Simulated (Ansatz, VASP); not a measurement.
## One calculation of Hf5O3, two programs

```
CELL_PARAMETERS angstrom
5.31655 -2.27167 -0.14413
5.31655 2.27167 -0.14413
-5.46036 0.00000 5.04084
ATOMIC_POSITIONS crystal
Hf 0.61250 0.61250 0.81523
Hf 0.81645 0.81645 0.40876
Hf 0.38750 0.38750 0.18477
Hf 0.18355 0.18355 0.59124
Hf 0.00000 0.00000 0.00000
O 0.70448 0.70448 0.58088
O 0.50000 0.50000 0.00000
O 0.29552 0.29552 0.41912
```

Change from the starting cell: built by hand: vacancy-ordered rocksalt, sqrt(5/2) cell (C2/m, No. 12).

Alike in both runs: functional PBE; k mesh 4 × 4 × 3; occupations gaussian, width 0.2 eV; no spin polarisation.

Ansatz relaxed the structure, and its values are those at the end. VASP's run is a single point on that final structure, the one shown.

```csv
,VASP,Ansatz
version,VASP 6.6.1,Ansatz 0.2.0
potentials or method,"VASP PAW PBE potentials, release 64 (Hf_pv, O), cutoff 520 eV","scalar-relativistic, plane waves, PAW"
valence electrons in the cell,68,148
```

VASP gave:

| Item | Value |
| --- | --- |
| gap on the k mesh at the Fermi level (eV) | none |
| pressure (GPa) | -2.0 |
| rms of the force components (eV/Å) | 0.020 |

Q: Estimate Ansatz's values.

A: gap on the k mesh at the Fermi level (eV): none; pressure (GPa): -0.2; rms of the force components (eV/Å): 0.026.

A gap of «none» marks a metal or a gap that the smearing closes. With one functional, cell and mesh, what is left measures potentials, basis and numerics. VASP's potentials hold 68 valence electrons a cell and Ansatz's 148, so a difference there can come from the potentials and not from the codes.

The k mesh is coarse, so the values compare programs but aren't converged. Spin-orbit coupling is off throughout.
